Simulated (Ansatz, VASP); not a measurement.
# One calculation of Ag, two programs

```
Ag
1.0
    -1.40684    1.40684    2.11815
     1.40684   -1.40684    2.11815
     1.40684    1.40684   -2.11815
Ag
1
Cartesian
  0.0000 0.0000 0.0000
```

Alike in both runs: functional PBEsol; k mesh 8 × 8 × 8; occupations gaussian, width 0.1 eV; no spin polarisation.

Ansatz relaxed the structure, and its values are those at the end. VASP's run is a single point on that final structure, the one shown.

|  | VASP | Ansatz |
| --- | --- | --- |
| version | VASP 6.6.1 | Ansatz 0.2.0 |
| potentials or method | VASP PAW PBE potentials, release 64 (Ag), cutoff 500 eV | scalar-relativistic, plane waves, PAW |
| valence electrons in the cell | 11 | 19 |

```csv
,VASP,Ansatz,Ansatz less VASP
gap on the k mesh at the Fermi level (eV),none,none,-
pressure (GPa),-0.3,-0.1,+0.18
```

VASP's potentials were made for PBE, not for PBEsol. A gap of «none» marks a metal or a gap that the smearing closes. With one functional, cell and mesh, what is left measures potentials, basis and numerics. VASP's potentials hold 11 valence electrons a cell and Ansatz's 19, so a difference there can come from the potentials and not from the codes.

The k mesh is coarse, so the values compare programs but aren't converged.
